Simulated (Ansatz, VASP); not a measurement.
One calculation of Ta, two programs

```
Ta
1.0
     2.81819    0.00000    0.00000
    -0.93940    2.65701    0.00000
     0.00000    0.00000   17.45760
Ta
3
Cartesian
  0.0000 0.0000 6.5000
  0.9394 1.3285 8.7288
  0.0000 0.0000 10.9576
```

Alike in both runs: task single point; functional LDA; k mesh 15 × 15 × 1; occupations fermi-dirac, width 0.1 eV; no spin polarisation.

|  | VASP | Ansatz |
| --- | --- | --- |
| version | VASP 6.6.1 | Ansatz 0.2.0 |
| potentials or method | VASP PAW LDA potentials, release 64 (Ta_pv), cutoff 520 eV | all-electron LAPW, scalar-relativistic |

VASP gave:

| Property | Result |
| --- | --- |
| rms of the force components (eV/Å) | 0.025 |

Estimate Ansatz's values.

rms of the force components (eV/Å): 0.000.

LDA's correlation is that of Perdew and Zunger in VASP and of Perdew and Wang (1992) in Ansatz. Atom by atom the forces differ by 0.025 eV/Å (rms over components). Ansatz ran all-electron here, and VASP with PAW potentials. Ansatz's warnings: vacuum density over bound.

Spin-orbit coupling is off throughout.
